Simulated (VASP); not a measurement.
# H2C2O3 in VASP: notebook, part 2 of 2

VASP 6.6.1.

**4. Single point, PBEsol**

Input file INCAR:

```
SYSTEM = H2C2O3
PREC     = Accurate       ! precision mode
ENCUT    = 1000           ! plane-wave cutoff, eV
EDIFF    = 1E-6           ! SCF threshold, eV
ISMEAR   = -1             ! smearing method
SIGMA    = 0.02           ! smearing width, eV
LREAL    = Auto         
LASPH    = .TRUE.         ! aspherical terms in the spheres
NELM     = 120            ! most SCF steps
ALGO     = Normal         ! electronic algorithm
ISIF     = 2              ! what is computed and relaxed
LWAVE    = .FALSE.        ! write WAVECAR
LCHARG   = .FALSE.        ! write CHGCAR
GGA      = PS             ! functional
NBANDS   = 58             ! bands
GGA_COMPAT= .FALSE.
```

Input file KPOINTS:

```
regular mesh
0
G
  1 1 1
  0 0 0
```

Input file POSCAR:

```
H2C2O3
1.0
    7.1334920000      0.0000000000      0.0000000000
    0.0000000000      7.1334920000      0.0000000000
    0.0000000000      0.0000000000      7.1334920000
O C H
9 6 6
Direct
    0.7531514720      0.0071914288      0.7805433860
    0.8230891687      0.2026777348      1.0197810553
    0.7194793237      0.6697000571      0.1218898122
    0.5744031114      0.9392034084      0.1740802401
    0.0868158260      0.4661952379      0.1241047162
    0.2413824814      0.4053975248     -0.1490574322
   -0.0046260653      0.4070376752      0.5244416059
    1.1029661209      0.8517988105      0.2758396589
    0.4701764578      0.2324247367      0.4202570074
    0.8688591786      0.1254084255      0.8744104570
    0.6938537255      0.8292852925      0.2183923386
    0.2168643352      0.4851621057     -0.0066447120
   -0.0172426071      0.5188763091      0.6397988531
    1.2183514049      0.8665741827      0.3809775072
    0.5755105634      0.3335533284      0.4754193318
    0.6575180851      0.0244901095      0.8970921955
    1.0189539709      0.1481742743      0.8013186249
    0.6568872580      0.7044095655      0.0060419217
    0.7891787080      0.8119725935      0.3666787599
   -0.0311208031      0.3995658788      0.1073106972
    0.3267403959      0.6211684263      0.0316815383
```

Potentials or basis: VASP PAW PBE potentials, release 64 (O_h, C_h, H_h).

Launch:

```console
$ cat potpaw_PBE.64/O_h/POTCAR potpaw_PBE.64/C_h/POTCAR potpaw_PBE.64/H_h/POTCAR > POTCAR
$ mpirun -np 1 vasp_gam > vasp.out
```

OUTCAR:

```text
SYSTEM = H2C2O3
   PREC = Accurate
   ENCUT = 1000
   EDIFF = 1E-6
   ISMEAR = -1
   LREAL = Auto
   LASPH = .TRUE.
   NELM = 120
   ISIF = 2
   GGA = PS

 ion  position               nearest neighbor table
   1  0.753  0.007  0.781-  16 1.08  10 1.36
   2  0.823  0.203  0.020-  10 1.22
   3  0.719  0.670  0.122-  18 0.97  11 1.34
   4  0.574  0.939  0.174-  11 1.20
   5  0.087  0.466  0.124-  20 0.97  12 1.32
   6  0.241  0.405  0.851-  12 1.18
   7  0.995  0.407  0.524-  13 1.15
   8  0.103  0.852  0.276-  14 1.12
   9  0.470  0.232  0.420-  15 1.11
  10  0.869  0.125  0.874-  17 1.20   2 1.22   1 1.36
  11  0.694  0.829  0.218-   4 1.20   3 1.34
  12  0.217  0.485  0.993-   6 1.18   5 1.32
  13  0.983  0.519  0.640-   7 1.15
  14  0.218  0.867  0.381-   8 1.12
  15  0.576  0.334  0.475-   9 1.11
  16  0.658  0.024  0.897-   1 1.08
  17  0.019  0.148  0.801-  10 1.20
  18  0.657  0.704  0.006-   3 0.97
  19  0.789  0.812  0.367-
  20  0.969  0.400  0.107-   5 0.97
  21  0.327  0.621  0.032-

  LATTYP: Found a simple cubic cell.
 ALAT       =     7.1334920000

  Lattice vectors:

 A1 = (   7.1334920000,   0.0000000000,   0.0000000000)
 A2 = (   0.0000000000,   7.1334920000,   0.0000000000)
 A3 = (   0.0000000000,   0.0000000000,   7.1334920000)

Analysis of symmetry for initial positions (statically):
=====================================================================
 Subroutine PRICEL returns:
 Original cell was already a primitive cell.

 Routine SETGRP: Setting up the symmetry group for a
 simple cubic supercell.

 Subroutine GETGRP returns: Found  1 space group operations
 (whereof  1 operations were pure point group operations)
 out of a pool of 48 trial point group operations.

The static configuration has the point symmetry C_1 .

Analysis of symmetry for dynamics (positions and initial velocities):
=====================================================================
 Subroutine PRICEL returns:
 Original cell was already a primitive cell.

 Routine SETGRP: Setting up the symmetry group for a
 simple cubic supercell.

 Subroutine GETGRP returns: Found  1 space group operations
 (whereof  1 operations were pure point group operations)
 out of a pool of 48 trial point group operations.

The dynamic configuration has the point symmetry C_1 .

 Subroutine INISYM returns: Found  1 space group operations
 (whereof  1 operations are pure point group operations),
 and found     1 'primitive' translations

----------------------------------------------------------------------------------------

                                     Primitive cell

  volume of cell :     362.9999

  direct lattice vectors                    reciprocal lattice vectors
     7.133492000  0.000000000  0.000000000     0.140183798  0.000000000  0.000000000
     0.000000000  7.133492000  0.000000000     0.000000000  0.140183798  0.000000000
     0.000000000  0.000000000  7.133492000     0.000000000  0.000000000  0.140183798

  length of vectors
     7.133492000  7.133492000  7.133492000     0.140183798  0.140183798  0.140183798

  position of ions in fractional coordinates (direct lattice)
     0.753151472  0.007191429  0.780543386
     0.823089169  0.202677735  0.019781055
     0.719479324  0.669700057  0.121889812
     0.574403111  0.939203408  0.174080240
     0.086815826  0.466195238  0.124104716
     0.241382481  0.405397525  0.850942568
[... 13 lines left out ...]
     0.968879197  0.399565879  0.107310697
     0.326740396  0.621168426  0.031681538

  ion indices of the primitive-cell ions
   primitive index   ion index
                 1           1
                 2           2
                 3           3
                 4           4
                 5           5
                 6           6
[... 13 lines left out ...]
                20          20
                21          21

----------------------------------------------------------------------------------------

 KPOINTS: regular mesh

Automatic generation of k-mesh.
 Grid dimensions read from file:
 generate k-points for:    1    1    1

 Generating k-lattice:

  Cartesian coordinates                     Fractional coordinates (reciprocal lattice)
     0.140183798  0.000000000  0.000000000     1.000000000  0.000000000  0.000000000
     0.000000000  0.140183798  0.000000000     0.000000000  1.000000000  0.000000000
     0.000000000  0.000000000  0.140183798     0.000000000  0.000000000  1.000000000

  Length of vectors
     0.140183798  0.140183798  0.140183798

  Shift w.r.t. Gamma in fractional coordinates (k-lattice)
     0.000000000  0.000000000  0.000000000

 Subroutine IBZKPT returns following result:
 ===========================================

 Found      1 irreducible k-points:

 Following reciprocal coordinates:
            Coordinates               Weight
  0.000000  0.000000  0.000000      1.000000
   k-points           NKPTS =      1   k-points in BZ     NKDIM =      1   number of bands    NBANDS=     58
   number of dos      NEDOS =    301   number of ions     NIONS =     21
   total plane-waves  NPLWV = 512000
   dimension x,y,z NGX =    80 NGY =   80 NGZ =   80
   dimension x,y,z NGXF=   160 NGYF=  160 NGZF=  160
   ions per type =               9   6   6
   NGX,Y,Z   is equivalent  to a cutoff of  18.64, 18.64, 18.64 a.u.
   NGXF,Y,Z  is equivalent  to a cutoff of  37.29, 37.29, 37.29 a.u.
 SYSTEM =  H2C2O3
   PREC   = accura    normal or accurate (medium, high low for compatibility)
   ISTART =      0    job   : 0-new  1-cont  2-samecut
   ICHARG =      2    charge: 1-file 2-atom 10-const
   ISPIN  =      1    spin polarized calculation?
   LNONCOLLINEAR =      F non collinear calculations
   LSORBIT =      F    spin-orbit coupling
   LASPH  =      T    aspherical Exc in radial PAW
   ENCUT  = 1000.0 eV  73.50 Ry    8.57 a.u.  18.39 18.39 18.39*2*pi/ulx,y,z
   NELM   =    120;   NELMIN=  2; NELMDL= -5     # of ELM steps
   EDIFF  = 0.1E-05   stopping-criterion for ELM
   LREAL  =      T    real-space projection
   EDIFFG = 0.1E-04   stopping-criterion for IOM
   NSW    =      0    number of steps for IOM
   IBRION =     -1    ionic relax: 0-MD 1-quasi-New 2-CG
   NFREE  =      0    steps in history (QN), initial steepest desc. (CG)
   ISIF   =      2    stress and relaxation
   ISYM   =      2    0-nonsym 1-usesym 2-fastsym
   POTIM  = 0.5000    time-step for ionic-motion
   TEBEG  =    0.0;   TEEND  =   0.0 temperature during run
   PSTRESS=    0.0 pullay stress
   NELECT =      84.0000    total number of electrons
   NUPDOWN=      -1.0000    fix difference up-down
   EMIN   =  10.00;   EMAX   =-10.00  energy-range for DOS
   EFERMI =   0.00;   METHOD = LEGACY
   ISMEAR =    -1;   SIGMA  =   0.02  broadening in eV -4-tet -1-fermi 0-gaus
   EFERMI_NEDOS =   21; number of points for ismear=-14 and -15
   IALGO  =     38    algorithm
   IMIX   =      4    mixing-type and parameters
     AMIX     =   0.40;   BMIX     =  1.00
     AMIX_MAG =   1.60;   BMIX_MAG =  1.00
  volume/ion in A,a.u.               =      17.29       116.65
  Fermi-wavevector in a.u.,A,eV,Ry     =   1.005076  1.899319 13.744314  1.010179
  Thomas-Fermi vector in A             =   2.137733
   LORBIT       =      0    0 simple, 1 ext, 2 COOP (PROOUT), +10 PAW based schemes
   GGA     = PS    functional components
   LHFCALC =     F    Hartree Fock is set to
   AEXX    =    0.0000 exact exchange contribution
   IVDW    =     0    specifies the selected vdW correction
   LEPSILON=     F    determine dielectric tensor
   LRPA    =     F    only Hartree local field effects (RPA)
 non-spin polarized calculation
  energy-cutoff  :     1000.00
  volume of cell :      363.00
 maximum number of plane-waves:     13001
 NGX is ok and might be reduce to    80
   NGX = 37   NGY = 37   NGZ = 37

 number of electron      84.0000003 magnetization

 Free energy of the ion-electron system (eV)
  ---------------------------------------------------
  ext. energy  EPLUGINS =         0.00000000
  ---------------------------------------------------
  free energy    TOTEN  =      -136.77957720 eV

  energy without entropy =     -136.77957720  energy(sigma->0) =     -136.77957720

 E-fermi :  -2.6689     XC(G=0):  -6.3260

 val. band max:       -3.1836010863   @ k =   0.0000   0.0000   0.0000
 cond. band min:       1.3254441589   @ k =   0.0000   0.0000   0.0000
 fundamental gap:      4.5090452452
 Fermi energy:        -2.6689032797

 k-point     1 :       0.0000    0.0000    0.0000
  band No.  band energies     occupation
      1     -25.6598      2.00000
      2     -25.3426      2.00000
      3     -25.0511      2.00000
      4     -24.9268      2.00000
      5     -24.7881      2.00000
      6     -24.2415      2.00000
[... 46 lines left out ...]
     53       4.0751      0.00000
     54       4.5690      0.00000
 [bands above 54 left out]

------------------------ aborting loop because EDIFF is reached ----------------------------------------

  FORCE on cell =-STRESS in cart. coord.  units (eV):
  Direction    XX          YY          ZZ          XY          YZ          ZX
  --------------------------------------------------------------------------------------
  -------------------------------------------------------------------------------------
  Total       -0.3307935      0.7444462     -1.5042175     -0.0571877      1.1828368      2.6963603
  in kB       -1.4600273      3.2857714     -6.6391837     -0.2524101      5.2207016     11.9009595
  external PRESSURE =      -1.6044799 kB  Pullay stress =       0.0000000 kB

 VOLUME and BASIS-vectors are now :
 -----------------------------------------------------------------------------
  energy-cutoff  :     1000.00
  volume of cell :      363.00
      direct lattice vectors                 reciprocal lattice vectors
     7.133492000  0.000000000  0.000000000     0.140183798  0.000000000  0.000000000
     0.000000000  7.133492000  0.000000000     0.000000000  0.140183798  0.000000000
     0.000000000  0.000000000  7.133492000     0.000000000  0.000000000  0.140183798

 POSITION                                       TOTAL-FORCE (eV/Angst)
 -----------------------------------------------------------------------------------
      5.37260      0.05130      5.56800        -0.893426      1.341548      3.453201
      5.87150      1.44580      0.14111         0.075252      0.059528     -0.283133
      5.13240      4.77730      0.86950         0.765653      0.462785      0.051522
      4.09750      6.69980      1.24180         0.169511      1.048060     -0.127891
      0.61930      3.32560      0.88530         1.282357      1.391355      0.695688
      1.72190      2.89190      6.07019         0.074459     -1.835801     -2.157675
[... 13 lines left out ...]
      6.91149      2.85030      0.76550        -0.363583     -1.117563     -0.972142
      2.33080      4.43110      0.22600        -1.904862     -2.237615     -0.063639
 -----------------------------------------------------------------------------------
    total drift:                                0.002335      0.000346     -0.001782

  FREE ENERGIE OF THE ION-ELECTRON SYSTEM (eV)
  ---------------------------------------------------
  free  energy   TOTEN  =      -136.7795772048 eV

  energy  without entropy=     -136.7795772048  energy(sigma->0) =     -136.77957720
```

It took 2 min on 1 thread of Intel Xeon Platinum 8259CL at 2.50GHz (Skylake/Cascade Lake), shared host; peak memory 0.95 GiB.

Results:

```yaml
Free_energy: -136.7796 eV
Pressure: -0.2 GPa
Largest_force: 4.550 eV/Å
```

Forces on the atoms (eV/Å):
```
O   -0.893  1.342  3.453
O    0.075  0.060 -0.283
O    0.766  0.463  0.052
O    0.170  1.048 -0.128
O    1.282  1.391  0.696
O    0.074 -1.836 -2.158
O   -0.037  1.079  1.095
O   -1.324 -0.030 -1.389
O   -1.676 -1.465 -0.808
C    2.600  0.252 -1.763
C    0.984 -2.059  3.225
C    1.261  3.525  2.586
C   -0.053 -0.973 -1.300
C    1.491  0.117  1.457
C    1.495  1.581  0.866
H    0.193 -1.034 -2.143
H   -1.968 -0.339  0.902
H   -0.414 -0.637 -0.860
H   -1.758  0.874 -2.464
H   -0.364 -1.118 -0.972
H   -1.905 -2.238 -0.064
```

Stress tensor (GPa, compression positive):
```
-0.15 -0.03  1.19
-0.03  0.33  0.52
 1.19  0.52 -0.66
```

Caveat: the k points lie up to 0.88 Å⁻¹ apart, too coarse for converged energies, forces and pressures; the PAW data sets were made with another functional, which shifts forces and pressure a little.

**5. Summary**

| cell | pressure (GPa) | largest force (eV/Å) |
| --- | --- | --- |
| as given, atomic positions A | 1.2 | 7.11 |
| as given, atomic positions B | -2.1 | 4.85 |
| as given, atomic positions C | -0.2 | 4.55 |

Alike in all rows: task single point; level PBEsol; potentials or basis VASP PAW PBE potentials, release 64 (O_h, C_h, H_h); no spin polarisation; k mesh 1 × 1 × 1; cutoff (eV) 1000; smearing fermi-dirac 0.02 eV.

Caveats: all runs use coarse meshes; the PAW data sets were made with another functional, which shifts forces and pressure a little; the atoms stand as in a frame of molecular dynamics (at least some runs).

Total energies depend on the potentials used, so only differences within one code and one set of settings carry meaning.
